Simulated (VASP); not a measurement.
Runs of VASP 6.6.1 on Na. The structure is that of space group Im-3m (No. 229), or close to it. The cells are those of the table. 

```tsv
cell	gap on the mesh (eV)	pressure (GPa)
a = 3.558 Å, angles 109.5°, 1 atom	none	0.6
a = 3.595 Å, angles 110.3, 110.3, 107.8°, 1 atom	none	0.4
a = 3.631 Å, angles 108.7, 108.7, 111.1°, 1 atom	none	(a)
a = 3.778 Å, angles 109.5°, 1 atom	none	-0.7
a = 3.576 Å, angles 109.9, 109.9, 108.6°, 1 atom	none	0.6
a = 3.705 Å, angles 110.3, 110.3, 107.9°, 1 atom	none	-0.3
```

Alike in all rows: task single point; level r2SCAN; potentials or basis VASP PAW PBE potentials, release 64 (Na_pv); no spin polarisation; k mesh 16 × 16 × 16; cutoff (eV) 520; smearing gaussian 0.15 eV.

Q: Estimate the missing entries.

A: (a) 0.2.

Caveats: the PAW data sets were made with another functional, which shifts forces and pressure a little.

A gap of «none» marks levels without a gap at the run's occupations.
